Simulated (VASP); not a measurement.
**Sc3Al11: single point with PBE**

Sc3Al11, a slab with vacuum:

```
Al Sc
1.0
     4.10533    0.00000    0.00000
     0.00000    4.10533    0.00000
     0.00000    0.00000   27.31599
Al Sc
11 3
Direct
  0.00000 0.50000 0.27456
  0.50000 0.00000 0.27456
  0.50000 0.50000 0.34971
  0.00000 0.50000 0.42485
  0.50000 0.00000 0.42485
  0.50000 0.50000 0.50000
  0.00000 0.50000 0.57515
  0.50000 0.00000 0.57515
  0.50000 0.50000 0.65029
  0.00000 0.50000 0.72544
  0.50000 0.00000 0.72544
  0.00000 0.00000 0.34971
  0.00000 0.00000 0.50000
  0.00000 0.00000 0.65029
```

```
Program                : VASP 6.6.1
Task                   : single point
Functional             : PBE
Potentials or basis    : VASP PAW PBE potentials, release 64 (Al, Sc_sv)
Cutoff                 : 520 eV
k mesh                 : 9 × 9 × 1
Occupations            : gaussian, width 0.1 eV
Spin                   : no spin polarisation
Dipole correction      : yes
Electric field (eV/Å)  : -0.6 eV/Å
Further INCAR settings : ALGO = Normal; EDIFF = 1e-06; NBANDS = 46; EFIELD = -0.6
```

```yaml
Largest_force: 0.288 eV/Å
Band_gap_on_the_k_mesh: zero (bands 33 and 34 overlap by 1.51 eV)
```

Forces on the atoms (eV/Å):
```
Al   0.000  0.000 -0.162
Al   0.000  0.000 -0.162
Al   0.000  0.000 -0.072
Al   0.000  0.000 -0.038
Al   0.000  0.000 -0.038
Al   0.000  0.000  0.008
Al   0.000  0.000  0.035
Al   0.000  0.000  0.035
Al   0.000  0.000  0.066
Al   0.000  0.000  0.182
Al   0.000  0.000  0.182
Sc   0.000  0.000  0.288
Sc   0.000  0.000 -0.038
Sc   0.000  0.000 -0.286
```

Levels at points of the mesh, in eV from the Fermi level:
```
           k point  band 28  band 29  band 30  band 31  band 32  band 33  band 34  band 35  band 36  band 37
(0.00, 0.00, 0.00)    -0.90    -0.90    -0.87    -0.87    -0.81     0.01     1.01     1.08     1.08     1.16
```

Run time: 20 min on 1 thread of Intel(R) Xeon(R) Platinum 8259CL CPU @ 2.50GHz (Skylake/Cascade Lake), with other jobs on the host, peak memory 0.61 GiB.
